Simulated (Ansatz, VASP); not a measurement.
**TePtSe3 in VASP and in Ansatz**

```
Te Pt Se
1.0
     5.51664    0.00000    0.00000
     0.00000    5.51664    0.00000
     0.00000    0.00000    4.48875
Te Pt Se
1 1 3
Direct
  0.00000 0.00000 0.86208
  0.50000 0.50000 0.24298
  0.00000 0.00000 0.44379
  0.00000 0.50000 0.10450
  0.50000 0.00000 0.10450
```

Alike in both runs: task single point; functional PBE; k mesh 4 × 4 × 4; occupations gaussian, width 0.1 eV; collinear spin.

|  | VASP | Ansatz |
| --- | --- | --- |
| version | VASP 6.6.1 | Ansatz 0.2.0 |
| potentials or method | VASP PAW PBE potentials, release 64 (Te, Pt, Se), cutoff 520 eV | scalar-relativistic, plane waves, PAW |
| valence electrons in the cell | 34 | 82 |

Ansatz gave:

- gap on the k mesh at the Fermi level (eV): none
- pressure (GPa): 17.0
- traceless stress, the component that is largest in VASP (GPa): 48.18
- rms of the force components (eV/Å): 8.240
- net moment per atom (μB): 0.00

Question: Estimate VASP's values.

Answer: gap on the k mesh at the Fermi level (eV): none; pressure (GPa): 17.6; traceless stress, the component that is largest in VASP (GPa): 49.25; rms of the force components (eV/Å): 8.591; net moment per atom (μB): 0.00.

Atom by atom the forces differ by 0.351 eV/Å (rms over components). A gap of «none» marks a metal or a gap that the smearing closes. VASP's potentials hold 34 valence electrons a cell and Ansatz's 82, so a difference there can come from the potentials and not from the codes. Ansatz's warnings: seeded moment not kept.

Neither program's run includes spin-orbit coupling.
